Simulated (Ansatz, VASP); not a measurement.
Two plane-wave programs on Mn

```
CELL_PARAMETERS angstrom
0.00000 1.75132 1.75132
1.75132 0.00000 1.75132
1.75132 1.75132 0.00000
ATOMIC_POSITIONS crystal
Mn 0.00000 0.00000 0.00000
```

Alike in both runs: functional PBE; k mesh 26 × 26 × 26; occupations gaussian, width 0.1 eV; no spin polarisation.

Ansatz relaxed the structure, and its values are those at the end. VASP's run is a single point on that final structure, the one shown.

|  | VASP | Ansatz |
| --- | --- | --- |
| version | VASP 6.6.1 | Ansatz 0.2.0 |
| potentials or method | VASP PAW PBE potentials, release 64 (Mn_pv), cutoff 500 eV | scalar-relativistic, plane waves, PAW |
| valence electrons in the cell | 13 | 15 |

Ansatz gave:

```
gap on the k mesh at the Fermi level (eV) : none
pressure (GPa)                            : 0.0
```

Which values does VASP return?

gap on the k mesh at the Fermi level (eV): none; pressure (GPa): -0.3.

A gap of «none» marks a metal or a gap that the smearing closes. VASP's potentials hold 13 valence electrons a cell and Ansatz's 15, so a difference there can come from the potentials and not from the codes.
